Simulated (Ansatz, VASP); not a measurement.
## Two plane-wave programs on B

```
B
1.0
     1.70983    0.00000    0.00000
    -0.85492    1.48076    0.00000
     0.00000    0.00000   14.33705
B
4
Direct
  0.00000 0.00000 0.00000
  0.00000 0.00000 0.50000
  0.33333 0.66667 0.25000
  0.66667 0.33333 0.75000
```

Alike in both runs: functional PBEsol; k mesh 17 × 17 × 5; occupations fermi-dirac, width 0.1 eV; no spin polarisation.

Ansatz relaxed the structure, and its values are those at the end. VASP's run is a single point on that final structure, the one shown.

|  | VASP | Ansatz |
| --- | --- | --- |
| version | VASP 6.6.1 | Ansatz 0.2.0 |
| potentials or method | VASP PAW PBE potentials, release 64 (B), cutoff 520 eV | plane waves (420 eV) with PAW, scalar-relativistic |
| valence electrons in the cell | 12 | 12 |

Ansatz gave:

| Item | Value |
| --- | --- |
| pressure (GPa) | 0.0 |

Question: Estimate VASP's values.

Answer: Pressure (GPa): 0.2.

VASP's potentials were made for PBE, not for PBEsol, and Ansatz warns of the same on its side.
